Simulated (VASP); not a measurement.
# CdF2 in VASP: notebook, part 2 of 2

VASP 6.6.1.

## 4. Single point, r2SCAN (shear xy strain +3.8%)

File POSCAR:

```
CdF2
1.0
    0.0513714261      2.6825809990      2.6825809990
    2.6825809990      0.0513714261      2.6825809990
    2.7339524251      2.7339524251      0.0000000000
Cd F
1 2
Direct
    0.0000000000      0.0000000000      0.0000000000
    0.2475404308      0.2475404308      0.2524595692
    0.7524595692      0.7524595692      0.7475404308
```

File INCAR.step1:

```
SYSTEM = CdF2
PREC     = Accurate       ! precision mode
ENCUT    = 770            ! plane-wave cutoff, eV
ISMEAR   = 0              ! smearing method
SIGMA    = 0.01           ! smearing width, eV
LREAL    = .FALSE.        ! projectors in reciprocal space
LASPH    = .TRUE.         ! aspherical terms in the spheres
NELM     = 120            ! most SCF steps
NBANDS   = 24             ! bands
GGA      = PE             ! functional
ALGO     = Normal         ! electronic algorithm
EDIFF    = 1E-5           ! SCF threshold, eV
LWAVE    = .TRUE.         ! write WAVECAR
LCHARG   = .FALSE.        ! write CHGCAR
GGA_COMPAT= .FALSE.
```

File INCAR.step2:

```
SYSTEM = CdF2
PREC     = Accurate       ! precision mode
ENCUT    = 770            ! plane-wave cutoff, eV
EDIFF    = 1E-6           ! SCF threshold, eV
ISMEAR   = 0              ! smearing method
SIGMA    = 0.01           ! smearing width, eV
LREAL    = .FALSE.        ! projectors in reciprocal space
LASPH    = .TRUE.         ! aspherical terms in the spheres
NELM     = 120            ! most SCF steps
ALGO     = Normal         ! electronic algorithm
ISIF     = 2              ! what is computed and relaxed
LWAVE    = .FALSE.        ! write WAVECAR
LCHARG   = .FALSE.        ! write CHGCAR
METAGGA  = R2SCAN         ! meta-GGA
LMIXTAU  = .TRUE.       
NBANDS   = 24             ! bands
ISTART   = 1            
GGA_COMPAT= .FALSE.
```

File KPOINTS:

```
Automatic mesh
0
G
  8 8 8
  0 0 0
```

Potentials or basis: VASP PAW PBE potentials, release 64 (Cd_sv_GW, F).

The run is started by

```bash
> cat potpaw_PBE.64/Cd_sv_GW/POTCAR potpaw_PBE.64/F/POTCAR > POTCAR
> cp INCAR.step1 INCAR
> mpirun -np 1 vasp_std > vasp.out
> cp INCAR.step2 INCAR
> mpirun -np 1 vasp_std > vasp.out
```

OUTCAR:

```text
SYSTEM = CdF2
   PREC = Accurate
   ENCUT = 770
   EDIFF = 1E-6
   ISMEAR = 0
   LREAL = .FALSE.
   LASPH = .TRUE.
   NELM = 120
   ISIF = 2
   METAGGA = R2SCAN
   ISTART = 1

 ion  position               nearest neighbor table
   1  0.000  0.000  0.000-
   2  0.248  0.248  0.252-
   3  0.752  0.752  0.748-

  LATTYP: Found a body centered orthorhombic cell.
 ALAT       =     3.7210922634
 B/A-ratio  =     1.0390477647
[... 841 lines left out ...]

------------------------ aborting loop because EDIFF is reached ----------------------------------------

  FORCE on cell =-STRESS in cart. coord.  units (eV):
  Direction    XX          YY          ZZ          XY          YZ          ZX
  --------------------------------------------------------------------------------------
  -------------------------------------------------------------------------------------
  Total        0.2834796      0.2834796      0.2870529     -0.2382343      0.0000000      0.0000000
  in kB       11.7680128     11.7680128     11.9163509     -9.8897559      0.0000000      0.0000000
  external PRESSURE =      11.8174588 kB  Pullay stress =       0.0000000 kB

 VOLUME and BASIS-vectors are now :
 -----------------------------------------------------------------------------
  energy-cutoff  :      770.00
  volume of cell :       38.59
      direct lattice vectors                 reciprocal lattice vectors
     0.051371426  2.682580999  2.682580999    -0.190026673  0.190026673  0.186387662
     2.682580999  0.051371426  2.682580999     0.190026673 -0.190026673  0.186387662
     2.733952425  2.733952425  0.000000000     0.182885406  0.182885406 -0.186387662

 POSITION                                       TOTAL-FORCE (eV/Angst)
 -----------------------------------------------------------------------------------
      0.00000      0.00000      0.00000         0.000000      0.000000      0.000000
      1.36698      1.36698      1.32809        -0.000000     -0.000000      0.001778
      4.10093      4.10093      4.03707         0.000000      0.000000     -0.001778
 -----------------------------------------------------------------------------------
    total drift:                                0.000000      0.000000      0.000000

  FREE ENERGIE OF THE ION-ELECTRON SYSTEM (eV)
  ---------------------------------------------------
  free  energy   TOTEN  =       -33.8385157826 eV

  energy  without entropy=      -33.8385157826  energy(sigma->0) =      -33.83851578
```

OUTCAR.step1:

```text
SYSTEM = CdF2
   PREC = Accurate
   ENCUT = 770
   ISMEAR = 0
   LREAL = .FALSE.
   LASPH = .TRUE.
   NELM = 120
[... 874 lines left out ...]
      0.00000      0.00000      0.00000         0.000000      0.000000      0.000000
      1.36698      1.36698      1.32809         0.000000      0.000000     -0.012281
      4.10093      4.10093      4.03707        -0.000000     -0.000000      0.012281
 -----------------------------------------------------------------------------------
    total drift:                                0.000000      0.000000      0.000000

  FREE ENERGIE OF THE ION-ELECTRON SYSTEM (eV)
  ---------------------------------------------------
  free  energy   TOTEN  =       -10.9586668683 eV

  energy  without entropy=      -10.9586668683  energy(sigma->0) =      -10.95866687
```

OSZICAR.step1:

```text
N       E                     dE             d eps       ncg     rms          rms(c)
DAV:   1     0.697958825029E+03    0.69796E+03   -0.24240E+04  4632   0.251E+03
DAV:   2     0.554822978034E+02   -0.64248E+03   -0.58260E+03  4560   0.728E+02
DAV:   3    -0.104171907593E+02   -0.65899E+02   -0.65015E+02  6816   0.257E+02
DAV:   4    -0.125436350898E+02   -0.21264E+01   -0.21256E+01  5272   0.499E+01
DAV:   5    -0.126272489969E+02   -0.83614E-01   -0.83610E-01  6856   0.101E+01    0.129E+01
DAV:   6    -0.109593802990E+02    0.16679E+01   -0.38875E+00  6680   0.482E+01    0.106E+01
DAV:   7    -0.109693256902E+02   -0.99454E-02   -0.47460E-01  4712   0.710E+00    0.705E+00
DAV:   8    -0.109682205486E+02    0.11051E-02   -0.14136E-01  6448   0.673E+00    0.147E+00
DAV:   9    -0.109583953576E+02    0.98252E-02   -0.36848E-02  6840   0.469E+00    0.236E-01
DAV:  10    -0.109586210038E+02   -0.22565E-03   -0.24862E-03  5808   0.560E-01    0.201E-01
DAV:  11    -0.109586639121E+02   -0.42908E-04   -0.32094E-04  6640   0.528E-01    0.430E-02
DAV:  12    -0.109586668683E+02   -0.29562E-05   -0.37984E-05  5696   0.622E-02
   1 F= -.10958667E+02 E0= -.10958667E+02  d E =-.427082E-66
```

Run time: 8.3 min. Hardware: 1 thread of Intel Xeon Platinum 8259CL at 2.50GHz (Skylake/Cascade Lake), shared host; peak memory 0.34 GiB.

Results:

- Free energy: -33.8385 eV
- Pressure: 1.2 GPa
- Band gap on the k mesh: 3.83 eV (least direct gap 4.26 eV)

Levels at points of the mesh, in eV from the valence-band top:
| k point | band 14 | band 15 | band 16 | band 17 | band 18 | band 19 | band 20 | band 21 |
| --- | --- | --- | --- | --- | --- | --- | --- | --- |
| (0.00, 0.00, 0.00) | -0.98 | -0.58 | -0.51 | -0.43 | 3.83 | 13.31 | 13.69 | 14.06 |
| (0.50, 0.00, 0.00) | -1.92 | -1.89 | -0.46 | -0.44 | 8.20 | 9.81 | 15.51 | 15.75 |
| (0.50, 0.50, 0.00) | -2.97 | -0.56 | -0.15 | -0.04 | 9.01 | 10.66 | 12.25 | 15.07 |
| (0.00, 0.00, 0.50) | -1.91 | -1.88 | -0.37 | -0.35 | 8.04 | 9.67 | 15.71 | 15.97 |
| (0.50, 0.00, 0.50) | -3.04 | -0.56 | -0.10 | -0.09 | 9.02 | 10.64 | 12.25 | 15.41 |

Caveat: the cell differs from its parent crystal (shear xy strain +3.8%); the PAW data sets were made with another functional, which shifts forces and pressure a little.

## 5. Single point, r2SCAN (strain -2.7%)

File POSCAR:

```
CdF2
1.0
    0.0000000000      2.6104195701      2.6104195701
    2.6104195701      0.0000000000      2.6104195701
    2.6104195701      2.6104195701      0.0000000000
Cd F
1 2
Direct
    0.0000000000      0.0000000000      0.0000000000
    0.2500000000      0.2500000000      0.2500000000
    0.7500000000      0.7500000000      0.7500000000
```

File INCAR.step1:

```
PREC = Accurate
ENCUT = 770
ISMEAR = 0
SIGMA = 0.01
LREAL = F
LASPH = T
NELM = 120
NBANDS = 24
GGA = PE
ALGO = Normal
EDIFF = 1E-5
LWAVE = T
LCHARG = F
GGA_COMPAT = F
```

File INCAR.step2:

```
PREC = Accurate
ENCUT = 770
EDIFF = 1E-6
ISMEAR = 0
SIGMA = 0.01
LREAL = F
LASPH = T
NELM = 120
ALGO = Normal
ISIF = 2
LWAVE = F
LCHARG = F
METAGGA = R2SCAN
LMIXTAU = T
NBANDS = 24
ISTART = 1
GGA_COMPAT = F
```

File KPOINTS:

```
Automatic mesh
0
Gamma
  8 8 8
```

The run is started by

```bash
> cat potpaw_PBE.64/Cd_sv_GW/POTCAR potpaw_PBE.64/F/POTCAR > POTCAR
> cp INCAR.step1 INCAR
> mpirun -np 1 vasp_std > vasp.out
> cp INCAR.step2 INCAR
> mpirun -np 1 vasp_std > vasp.out
```

It took 3 min on 1 thread of Intel Xeon Platinum 8488C (Sapphire Rapids), shared host; peak memory 0.25 GiB.

The run converged. Its results:

| Quantity | Value |
| --- | --- |
| Free energy | -33.7099 eV |
| Pressure | 13.0 GPa |
| Band gap on the k mesh | 4.14 eV (least direct gap 4.51 eV) |

Levels at points of the mesh, in eV from the valence-band top:
| k point | band 13 | band 14 | band 15 | band 16 | band 17 | band 18 | band 19 | band 20 | band 21 | band 22 |
| --- | --- | --- | --- | --- | --- | --- | --- | --- | --- | --- |
| (0.00, 0.00, 0.00) | -1.27 | -1.27 | -0.37 | -0.37 | -0.37 | 4.14 | 14.06 | 14.06 | 14.06 | 18.86 |
| (0.50, 0.00, 0.00) | -2.75 | -2.25 | -2.25 | -0.33 | -0.33 | 8.79 | 9.98 | 16.50 | 16.50 | 19.70 |
| (0.50, 0.50, 0.00) | -3.52 | -3.14 | -0.74 | -0.11 | -0.11 | 9.74 | 11.15 | 12.42 | 16.20 | 16.20 |

Caveat: the cell differs from its parent crystal (strain -2.7%); the cell stands under pressure; the PAW data sets were made with another functional, which shifts forces and pressure a little.

## 6. The runs side by side

| level | cell | cutoff (eV) | smearing | gap on the mesh (eV) | pressure (GPa) |
| --- | --- | --- | --- | --- | --- |
| PBE | a = 3.794, b = 3.846, c = 3.846 Å, angles 59.1, 60.4, 60.4°, 3 atoms, atomic positions A | 700 | fermi-dirac 0.02 eV | 3.01 | 3.4 |
| r2SCAN | a = 3.794 Å, angles 60.0°, 3 atoms, atomic positions A | 770 | gaussian 0.01 eV | 3.84 | 1.1 |
| r2SCAN | a = 3.794, b = 3.794, c = 3.866 Å, angles 59.4, 59.4, 58.7°, 3 atoms, atomic positions B | 770 | gaussian 0.01 eV | 3.83 | 1.2 |
| r2SCAN | a = 3.692 Å, angles 60.0°, 3 atoms, atomic positions A | 770 | gaussian 0.01 eV | 4.14 | 13.0 |

Alike in all rows: task single point; potentials or basis VASP PAW PBE potentials, release 64 (Cd_sv_GW, F); no spin polarisation; k mesh 8 × 8 × 8.

Caveats: the PAW data sets were made with another functional, which shifts forces and pressure a little (at least some runs); the cell stands under pressure (at least some runs).

Total energies depend on the potentials used, so only differences within one code and one set of settings carry meaning.
